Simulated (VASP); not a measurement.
Runs of VASP 6.6.1 on Si. The structure is that of space group Pm-3m (No. 221), or close to it. The cells are those of the table. 

```tsv
task	cell	gap on the mesh (eV)	pressure (GPa)
single point	a = 2.504 Å, 1 atom	none	0.1
relaxation of cell and atoms	relaxed from a = 2.570 Å, 1 atom	none	0.0
single point	a = 2.513 Å, 1 atom	none	(a)
relaxation of cell and atoms	relaxed from a = 2.504 Å, 1 atom	none	0.1
single point	a = 2.496 Å, 1 atom	none	1.3
```

Alike in all rows: level LDA; potentials or basis VASP PAW LDA potentials, release 64 (Si); no spin polarisation; k mesh 10 × 10 × 10; cutoff (eV) 500; smearing fermi-dirac 0.05 eV.

Q: Fill in the values left out.

A: (a) -1.0.

Caveats: the relaxation stopped at its first step, so nothing moved (some runs).

A gap of «none» marks levels without a gap at the run's occupations.
